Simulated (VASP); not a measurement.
# MnAs (P6_3/mmc) in VASP: a series of runs

MnAs is run at these levels: PBE, RPBE+D4; tasks: single point, relaxation of cell and atoms.

Everything below comes from runs of VASP 6.6.1. Logs are shortened: lines on timing, memory, paths and dates and some standing lists are left out, and cuts for length are marked.

### 1 The cell of the first run

The structure is hexagonal, space group P6_3/mmc (No. 194). Conventional cell: a = 3.710 Å, b = 3.710 Å, c = 5.691 Å, α = 90.00°, β = 90.00°, γ = 120.00°. Within 3.4 Å of As (site symmetry -6m2) lie 6 Mn at 2.57 Å. Within 3.4 Å of Mn (site symmetry -3m) lie 6 As at 2.57 Å and 2 Mn at 2.85 Å.

### 2 Single point, PBE, collinear spin, ferromagnetic start

The input, INCAR:

```
PREC = Accurate
ENCUT = 520
EDIFF = 1E-6
ISMEAR = 0
SIGMA = 0.027000000000000003
LREAL = False
LASPH = True
NELM = 150
ALGO = Normal
ISIF = 2
LWAVE = False
LCHARG = False
ISPIN = 2
MAGMOM = 0 0 4 4
LORBIT = 11
LMAXMIX = 4
GGA = PE
NBANDS = 30
```

The input, KPOINTS:

```
regular mesh
0
Gamma
  8 8 5
```

The input, POSCAR:

```
MnAs
1.0
    3.7100000000      0.0000000000      0.0000000000
   -1.8550000000      3.2129542480      0.0000000000
    0.0000000000      0.0000000000      5.6910000000
As Mn
2 2
Direct
    0.6666666667      0.3333333333      0.7500000000
    0.3333333333      0.6666666667      0.2500000000
    0.0000000000      0.0000000000      0.5000000000
    0.0000000000      0.0000000000      0.0000000000
```

Potentials or basis: VASP PAW PBE potentials, release 64 (As, Mn_pv).

Run with:

```bash
cat potpaw_PBE.64/As/POTCAR potpaw_PBE.64/Mn_pv/POTCAR > POTCAR
mpirun -np 1 vasp_std > vasp.out
```

OUTCAR:

```text
PREC = Accurate
   ENCUT = 520
   EDIFF = 1E-6
   ISMEAR = 0
   LREAL = False
   LASPH = True
   NELM = 150
   ISIF = 2
   ISPIN = 2
   LORBIT = 11
   GGA = PE

 ion  position               nearest neighbor table
   1  0.667  0.333  0.750-   3 2.57   4 2.57   3 2.57   4 2.57   3 2.57   4 2.57
   2  0.333  0.667  0.250-   3 2.57   4 2.57   3 2.57   4 2.57   3 2.57   4 2.57
   3  0.000  0.000  0.500-   1 2.57   2 2.57   2 2.57   1 2.57   1 2.57   2 2.57   4 2.85   4 2.85

   4  0.000  0.000  0.000-   1 2.57   2 2.57   2 2.57   1 2.57   1 2.57   2 2.57   3 2.85   3 2.85

  LATTYP: Found a hexagonal cell.
 ALAT       =     3.7100000000
 C/A-ratio  =     1.5339622642

  Lattice vectors:

 A1 = (   3.7100000000,   0.0000000000,   0.0000000000)
 A2 = (  -1.8550000000,   3.2129542480,   0.0000000000)
 A3 = (   0.0000000000,   0.0000000000,   5.6910000000)

Analysis of symmetry for initial positions (statically):
=====================================================================
 Subroutine PRICEL returns:
 Original cell was already a primitive cell.

 Routine SETGRP: Setting up the symmetry group for a
 hexagonal supercell.

 Subroutine GETGRP returns: Found 24 space group operations
 (whereof 12 operations were pure point group operations)
 out of a pool of 24 trial point group operations.

The static configuration has the point symmetry D_3d.
 The point group associated with its full space group is D_6h.

Analysis of symmetry for dynamics (positions and initial velocities):
=====================================================================
 Subroutine PRICEL returns:
 Original cell was already a primitive cell.

 Routine SETGRP: Setting up the symmetry group for a
 hexagonal supercell.

 Subroutine GETGRP returns: Found 24 space group operations
 (whereof 12 operations were pure point group operations)
 out of a pool of 24 trial point group operations.

The dynamic configuration has the point symmetry D_3d.
 The point group associated with its full space group is D_6h.

Analysis of structural, dynamic, and magnetic symmetry:
=====================================================================
 Subroutine PRICEL returns:
 Original cell was already a primitive cell.

 Routine SETGRP: Setting up the symmetry group for a
 hexagonal supercell.

 Subroutine GETGRP returns: Found 24 space group operations
 (whereof 12 operations were pure point group operations)
 out of a pool of 24 trial point group operations.

The overall configuration has the point symmetry D_3d.
 The point group associated with its full space group is D_6h.

 Subroutine INISYM returns: Found 24 space group operations
 (whereof 12 operations are pure point group operations),
 and found     1 'primitive' translations

----------------------------------------------------------------------------------------

                                     Primitive cell

  volume of cell :      67.8371

  direct lattice vectors                    reciprocal lattice vectors
     3.710000000  0.000000000  0.000000000     0.269541779  0.155620019  0.000000000
    -1.855000000  3.212954248  0.000000000     0.000000000  0.311240037  0.000000000
     0.000000000  0.000000000  5.691000000     0.000000000  0.000000000  0.175716043

  length of vectors
     3.710000000  3.710000000  5.691000000     0.311240037  0.311240037  0.175716043

  position of ions in fractional coordinates (direct lattice)
     0.666666667  0.333333333  0.750000000
     0.333333333  0.666666667  0.250000000
     0.000000000  0.000000000  0.500000000
     0.000000000  0.000000000  0.000000000

  ion indices of the primitive-cell ions
   primitive index   ion index
                 1           1
                 2           2
                 3           3
                 4           4

----------------------------------------------------------------------------------------

 KPOINTS: regular mesh

Automatic generation of k-mesh.
 Grid dimensions read from file:
 generate k-points for:    8    8    5

 Generating k-lattice:

  Cartesian coordinates                     Fractional coordinates (reciprocal lattice)
     0.033692722  0.019452502  0.000000000     0.125000000 -0.000000000  0.000000000
     0.000000000  0.038905005  0.000000000     0.000000000  0.125000000  0.000000000
     0.000000000  0.000000000  0.035143209     0.000000000  0.000000000  0.200000000

  Length of vectors
     0.038905005  0.038905005  0.035143209

  Shift w.r.t. Gamma in fractional coordinates (k-lattice)
     0.000000000  0.000000000  0.000000000

 Subroutine IBZKPT returns following result:
 ===========================================

 Found     30 irreducible k-points:

 Following reciprocal coordinates:
            Coordinates               Weight
  0.000000  0.000000  0.000000      1.000000
  0.125000  0.000000  0.000000      6.000000
  0.250000  0.000000  0.000000      6.000000
  0.375000  0.000000  0.000000      6.000000
  0.500000  0.000000  0.000000      3.000000
  0.125000  0.125000  0.000000      6.000000
[... 16 lines left out ...]
  0.250000  0.000000  0.400000     12.000000
  0.375000  0.000000  0.400000     12.000000
 [... further k-points ...]
   k-points           NKPTS =     30   k-points in BZ     NKDIM =     30   number of bands    NBANDS=     30
   number of dos      NEDOS =    301   number of ions     NIONS =      4
   total plane-waves  NPLWV =  32928
   dimension x,y,z NGX =    28 NGY =   28 NGZ =   42
   dimension x,y,z NGXF=    56 NGYF=   56 NGZF=   84
   ions per type =               2   2
   NGX,Y,Z   is equivalent  to a cutoff of  12.55, 12.55, 12.27 a.u.
   NGXF,Y,Z  is equivalent  to a cutoff of  25.09, 25.09, 24.54 a.u.
 SYSTEM =  unknown system
   PREC   = accura    normal or accurate (medium, high low for compatibility)
   ISTART =      0    job   : 0-new  1-cont  2-samecut
   ICHARG =      2    charge: 1-file 2-atom 10-const
   ISPIN  =      2    spin polarized calculation?
   LNONCOLLINEAR =      F non collinear calculations
   LSORBIT =      F    spin-orbit coupling
   LASPH  =      T    aspherical Exc in radial PAW
   ENCUT  =  520.0 eV  38.22 Ry    6.18 a.u.   6.90  6.90 10.58*2*pi/ulx,y,z
   NELM   =    150;   NELMIN=  2; NELMDL= -5     # of ELM steps
   EDIFF  = 0.1E-05   stopping-criterion for ELM
   LREAL  =      F    real-space projection
[... 17 lines left out ...]
     AMIX     =   0.40;   BMIX     =  1.00
     AMIX_MAG =   1.60;   BMIX_MAG =  1.00
  volume/ion in A,a.u.               =      16.96       114.45
  Fermi-wavevector in a.u.,A,eV,Ry     =   1.325419  2.504679 23.901852  1.756737
  Thomas-Fermi vector in A             =   2.454882
   LORBIT       =     11    0 simple, 1 ext, 2 COOP (PROOUT), +10 PAW based schemes
   GGA     = PE    functional components
   LHFCALC =     F    Hartree Fock is set to
   AEXX    =    0.0000 exact exchange contribution
   IVDW    =     0    specifies the selected vdW correction
   LEPSILON=     F    determine dielectric tensor
   LRPA    =     F    only Hartree local field effects (RPA)
 spin polarized calculation
 Gauss-broadening in eV      SIGMA  =   0.03
  energy-cutoff  :      520.00
  volume of cell :       67.84
 maximum number of plane-waves:      1844
 NGX is ok and might be reduce to    28
   NGX = 13   NGY = 13   NGZ = 21

 number of electron      35.9999987 magnetization       6.2963781

 Free energy of the ion-electron system (eV)
  ---------------------------------------------------
  ext. energy  EPLUGINS =         0.00000000
  ---------------------------------------------------
  free energy    TOTEN  =       -28.21898183 eV

  energy without entropy =      -28.21816151  energy(sigma->0) =      -28.21857167

 E-fermi :   6.8402     XC(G=0): -11.1665

 val. band max:        6.8264129863   @ k =   0.3750   0.1250   0.4000
 cond. band min:       6.8498427008   @ k =   0.1250   0.1250   0.4000
 fundamental gap:      0.0234297145
 Fermi energy:         6.8402447614

 spin component 1

 k-point     1 :       0.0000    0.0000    0.0000
  band No.  band energies     occupation
      1     -43.1567      1.00000
      2     -43.1567      1.00000
      3     -43.1474      1.00000
      4     -43.1474      1.00000
      5     -42.9431      1.00000
      6     -42.8466      1.00000
[... 22 lines left out ...]
     29      16.7064      0.00000
     30      16.7064      0.00000

 k-point     2 :       0.1250    0.0000    0.0000
  band No.  band energies     occupation
      1     -43.1578      1.00000
      2     -43.1570      1.00000
      3     -43.1483      1.00000
      4     -43.1476      1.00000
      5     -42.9429      1.00000
      6     -42.8465      1.00000
[... 22 lines left out ...]
     29      14.7650      0.00000
     30      15.4889      0.00000

 k-point     3 :       0.2500    0.0000    0.0000
  band No.  band energies     occupation
      1     -43.1602      1.00000
      2     -43.1577      1.00000
      3     -43.1504      1.00000
      4     -43.1481      1.00000
      5     -42.9424      1.00000
      6     -42.8463      1.00000
[... 682 lines left out ...]
     29      15.4232      0.00000
     30      16.1673      0.00000

 k-point    24 :       0.3750    0.0000    0.4000
  band No.  band energies     occupation
      1     -43.1592      1.00000
      2     -43.1561      1.00000
      3     -43.1550      1.00000
      4     -43.1520      1.00000
      5     -42.9089      1.00000
      6     -42.8793      1.00000
[... 22 lines left out ...]
     29      15.7943      0.00000
     30      17.6493      0.00000

 [... further k-points ...]

 spin component 2

 k-point     1 :       0.0000    0.0000    0.0000
  band No.  band energies     occupation
      1     -39.7009      1.00000
      2     -39.7009      1.00000
      3     -39.6963      1.00000
      4     -39.6896      1.00000
      5     -39.6896      1.00000
      6     -39.5830      1.00000
[... 22 lines left out ...]
     29      17.6337      0.00000
     30      17.7156      0.00000

 k-point     2 :       0.1250    0.0000    0.0000
  band No.  band energies     occupation
      1     -39.7023      1.00000
      2     -39.7013      1.00000
      3     -39.6960      1.00000
      4     -39.6907      1.00000
      5     -39.6899      1.00000
      6     -39.5829      1.00000
[... 22 lines left out ...]
     29      15.6765      0.00000
     30      16.0511      0.00000

 k-point     3 :       0.2500    0.0000    0.0000
  band No.  band energies     occupation
      1     -39.7055      1.00000
      2     -39.7021      1.00000
      3     -39.6953      1.00000
      4     -39.6935      1.00000
      5     -39.6905      1.00000
      6     -39.5826      1.00000
[... 682 lines left out ...]
     29      16.0339      0.00000
     30      16.6926      0.00000

 k-point    24 :       0.3750    0.0000    0.4000
  band No.  band energies     occupation
      1     -39.7044      1.00000
      2     -39.7005      1.00000
      3     -39.6989      1.00000
      4     -39.6952      1.00000
      5     -39.6560      1.00000
      6     -39.6212      1.00000
[... 22 lines left out ...]
     29      16.3740      0.00000
     30      18.1977      0.00000

 [... further k-points ...]

------------------------ aborting loop because EDIFF is reached ----------------------------------------

  FORCE on cell =-STRESS in cart. coord.  units (eV):
  Direction    XX          YY          ZZ          XY          YZ          ZX
  --------------------------------------------------------------------------------------
  -------------------------------------------------------------------------------------
  Total       -0.9599137     -0.9599137     -2.2045203      0.0000000     -0.0000000      0.0000000
  in kB      -22.6712646    -22.6712646    -52.0664128      0.0000000     -0.0000000      0.0000000
  external PRESSURE =     -32.4696474 kB  Pullay stress =       0.0000000 kB

 VOLUME and BASIS-vectors are now :
 -----------------------------------------------------------------------------
  energy-cutoff  :      520.00
  volume of cell :       67.84
      direct lattice vectors                 reciprocal lattice vectors
     3.710000000  0.000000000  0.000000000     0.269541779  0.155620019  0.000000000
    -1.855000000  3.212954248  0.000000000     0.000000000  0.311240037  0.000000000
     0.000000000  0.000000000  5.691000000     0.000000000  0.000000000  0.175716043

 POSITION                                       TOTAL-FORCE (eV/Angst)
 -----------------------------------------------------------------------------------
      1.85500      1.07098      4.26825        -0.000000     -0.000000      0.000000
     -0.00000      2.14197      1.42275         0.000000      0.000000      0.000000
      0.00000      0.00000      2.84550        -0.000000     -0.000000      0.000000
      0.00000      0.00000      0.00000         0.000000     -0.000000      0.000000
 -----------------------------------------------------------------------------------
    total drift:                               -0.000000      0.000000     -0.000000

  FREE ENERGIE OF THE ION-ELECTRON SYSTEM (eV)
  ---------------------------------------------------
  free  energy   TOTEN  =       -28.2189818295 eV

  energy  without entropy=      -28.2181615083  energy(sigma->0) =      -28.21857167

 total charge

# of ion       s       p       d       tot
------------------------------------------
    1        1.227   1.510   0.049   2.786
    2        1.227   1.510   0.049   2.786
    3        0.280   6.240   5.055  11.575
    4        0.280   6.240   5.055  11.575
--------------------------------------------------
tot          3.013  15.500  10.208  28.721

 magnetization (x)

# of ion       s       p       d       tot
------------------------------------------
    1        0.010  -0.141   0.008  -0.122
    2        0.010  -0.141   0.008  -0.122
    3        0.037   0.025   3.144   3.206
    4        0.037   0.025   3.144   3.206
--------------------------------------------------
tot          0.094  -0.232   6.304   6.166
```

It took 2 min on 1 thread of Intel Xeon Platinum 8559C (Emerald Rapids), shared host; peak memory 0.25 GiB.

What came out:

```
Free energy                                           : -28.2190 eV
Pressure                                              : -3.2 GPa
Net moment                                            : 6.30 μB per cell
Site moments                                          : As -0.12; Mn +3.21 μB
Valence electrons inside the program's atomic spheres : As 2.79; Mn 11.57
```

Caveat: the cell stands under tension; only a ferromagnetic start was run, and an antiferromagnetic order may lie lower in energy.

### 3 Single point, PBE, collinear spin, ferromagnetic start

The input, INCAR:

```
SYSTEM = MnAs
PREC = Accurate
ENCUT = 520
EDIFF = 1E-6
ISMEAR = 0
SIGMA = 0.028000000000000004
LREAL = .FALSE.
LASPH = .TRUE.
NELM = 150
ALGO = Normal
ISIF = 2
LWAVE = .FALSE.
LCHARG = .FALSE.
ISPIN = 2
MAGMOM = 0 0 4 4
LORBIT = 11
LMAXMIX = 4
GGA = PE
NBANDS = 30
```

The input, KPOINTS:

```
Automatic mesh
0
G
  8 8 5
  0 0 0
```

POSCAR is that of step 2.

Potentials or basis: VASP PAW PBE potentials, release 64 (As, Mn_pv).

Run with:

```bash
cat potpaw_PBE.64/As/POTCAR potpaw_PBE.64/Mn_pv/POTCAR > POTCAR
mpirun -np 1 vasp_std > vasp.out
```

It took 1.8 min on 1 thread of Intel Xeon Platinum 8559C (Emerald Rapids), shared host; peak memory 0.25 GiB.

Results (log left out):

```
Free energy                                           : -28.2190 eV
Pressure                                              : -3.2 GPa
Net moment                                            : 6.30 μB per cell
Site moments                                          : As -0.12; Mn +3.21 μB
Valence electrons inside the program's atomic spheres : As 2.79; Mn 11.57
```

Stress tensor (GPa, compression positive):
```
-2.27  0.00  0.00
 0.00 -2.27  0.00
 0.00  0.00 -5.20
```

Levels at points of the mesh, in eV from the Fermi level:
Spin up:
```csv
k point,band 18,band 19,band 20,band 21,band 22,band 23,band 24,band 25
"(0.00, 0.00, 0.00)",-1.88,-0.51,0.55,0.55,1.48,2.83,2.83,3.80
"(0.50, 0.00, 0.00)",-2.13,-2.10,-1.92,-1.66,-0.59,1.03,3.13,4.73
```
Spin down:
```csv
k point,band 13,band 14,band 15,band 16,band 17,band 18
"(0.00, 0.00, 0.00)",-0.14,-0.14,-0.02,-0.02,0.50,0.50
"(0.50, 0.00, 0.00)",-2.72,-2.06,-1.33,0.63,0.73,0.76
```

Caveat: the cell stands under tension; only a ferromagnetic start was run, and an antiferromagnetic order may lie lower in energy.

### 4 Relaxation of cell and atoms, RPBE+D4, collinear spin, ferromagnetic start

The input, INCAR:

```
  PREC = Accurate
  ENCUT = 600
  EDIFF = 1E-7
  ISMEAR = -1
  SIGMA = 0.05
  LREAL = F
  LASPH = T
  NELM = 150
  ALGO = Normal
  ISIF = 3
  LWAVE = F
  LCHARG = F
  ISPIN = 2
  MAGMOM = 0 0 4 4
  LORBIT = 11
  LMAXMIX = 4
  GGA = RP
  IVDW = 13
  IBRION = 2
  NSW = 60
  EDIFFG = -0.01
```

The input, KPOINTS:

```
regular mesh
0
Gamma
  8 8 5
```

POSCAR is that of step 3.

Run with:

```bash
cat potpaw_PBE.64/As/POTCAR potpaw_PBE.64/Mn_pv/POTCAR > POTCAR
mpirun -np 1 vasp_std > vasp.out
```

Run time: 12 min. Hardware: 1 thread of Oxide Virtual Turin-like, shared host; peak memory 0.26 GiB.

It converged, with:

| Quantity | Value |
| --- | --- |
| Free energy | -30.0198 eV |
| Relaxed volume | 15.01 Å³/atom |
| Relaxed cell | a = 3.564 Å, b = 3.564 Å, c = 5.459 Å, α = 90.00°, β = 90.00°, γ = 120.00° |
| Space group after relaxing (to 0.1 Å) | P6_3/mmc (No. 194) |
| Energy gained by relaxing | 52.6 meV/atom |
| Ionic steps | 7 |
| Pressure after relaxing | 0.1 GPa |
| Net moment | 5.28 μB per cell |
| Site moments | As -0.11; Mn +2.72 μB |
| Valence electrons inside the program's atomic spheres | As 2.85; Mn 11.76 |
| Dispersion energy per atom | -0.880 eV |

The path:
```tsv
step	energy change (eV)	largest force (eV/Å)	pressure (GPa)	volume (Å³)
1	0.0000	0.0000	-7.23	67.84
2	-0.2083	0.0000	-0.84	60.60
3	-0.2096	0.0000	0.04	60.06
4	-0.2095	0.0000	-0.22	60.21
5	-0.2100	0.0000	-0.12	60.16
6	-0.2104	0.0000	0.05	60.07
7	-0.2105	0.0000	0.08	60.05
```

Final structure:
```
As Mn
1.0
     3.56421    0.00000    0.00000
    -1.78211    3.08670    0.00000
     0.00000    0.00000    5.45858
As Mn
2 2
Direct
  0.66667 0.33333 0.75000
  0.33333 0.66667 0.25000
  0.00000 0.00000 0.50000
  0.00000 0.00000 0.00000
```

Levels at points of the mesh, in eV from the Fermi level:
Spin up:
| k point | band 17 | band 18 | band 19 | band 20 | band 21 | band 22 | band 23 | band 24 | band 25 | band 26 |
| --- | --- | --- | --- | --- | --- | --- | --- | --- | --- | --- |
| (0.00, 0.00, 0.00) | -1.51 | -1.51 | 0.05 | 0.81 | 0.81 | 1.86 | 3.61 | 3.61 | 4.20 | 6.83 |
| (0.50, 0.00, 0.00) | -1.95 | -1.90 | -1.88 | -1.56 | -1.32 | 0.18 | 1.68 | 3.96 | 5.29 | 5.38 |
Spin down:
| k point | band 13 | band 14 | band 15 | band 16 | band 17 | band 18 |
| --- | --- | --- | --- | --- | --- | --- |
| (0.00, 0.00, 0.00) | -0.49 | -0.49 | -0.27 | -0.27 | 0.77 | 0.77 |
| (0.50, 0.00, 0.00) | -3.18 | -2.20 | -1.79 | 0.49 | 0.58 | 0.67 |

Caveat: the PAW data sets were made with another functional, which shifts forces and pressure a little; only a ferromagnetic start was run, and an antiferromagnetic order may lie lower in energy.

### 5 Summary

```tsv
task	level	cell	cutoff (eV)	smearing	gap on the mesh (eV)	pressure (GPa)	moment (μB)
single point	PBE	as given	520	gaussian 0.027 eV	none	-3.2	6.30
single point	PBE	as given	520	gaussian 0.028 eV	none	-3.2	6.30
relaxation of cell and atoms	RPBE+D4	relaxed	600	fermi-dirac 0.05 eV	none	0.1	5.28
```

Alike in all rows: potentials or basis VASP PAW PBE potentials, release 64 (As, Mn_pv); spin collinear, ferromagnetic start; k mesh 8 × 8 × 5.

Caveats: only a ferromagnetic start was run, and an antiferromagnetic order may lie lower in energy; the cell stands under tension (at least some runs); the PAW data sets were made with another functional, which shifts forces and pressure a little (at least some runs).

Total energies depend on the potentials used, so only differences within one code and one set of settings carry meaning.
